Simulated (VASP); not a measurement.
Here is a VASP 6.6.1 calculation.

Contents of INCAR:

```
PREC = Accurate
ENCUT = 600
EDIFF = 1E-7
ISMEAR = 0
SIGMA = 0.1
LREAL = F
LASPH = T
NELM = 100
ALGO = Normal
ISIF = 3
LWAVE = F
LCHARG = F
GGA = PS
IBRION = 2
NSW = 70
EDIFFG = -0.008
PSTRESS = -10.0
```

The input KPOINTS:

```
Automatic mesh
0
Gamma
  14 14 14
```

Contents of POSCAR:

```
CoSi2
1.0
    0.0000000000      2.6647552741      2.6647552741
    2.6647552741      0.0000000000      2.6647552741
    2.6647552741      2.6647552741      0.0000000000
Co Si
1 2
Direct
    0.0000000000      0.0000000000      0.0000000000
    0.2500000000      0.2500000000      0.2500000000
    0.7500000000      0.7500000000      0.7500000000
```

Potentials or basis: VASP PAW PBE potentials, release 64 (Co, Si).

Launch:

```sh
$ cat potpaw_PBE.64/Co/POTCAR potpaw_PBE.64/Si/POTCAR > POTCAR
$ mpirun -np 1 vasp_std > vasp.out
```

(1) Estimate the space group after relaxing (to 0.05 Å).

(2) Predict the relaxed volume.

Results:

(1) Fm-3m (No. 225).

(2) 12.56 Å³/atom.

Caveat: the cell is relaxed towards a set pressure, so the enthalpy falls and the energy may rise; the PAW data sets were made with another functional, which shifts forces and pressure a little.
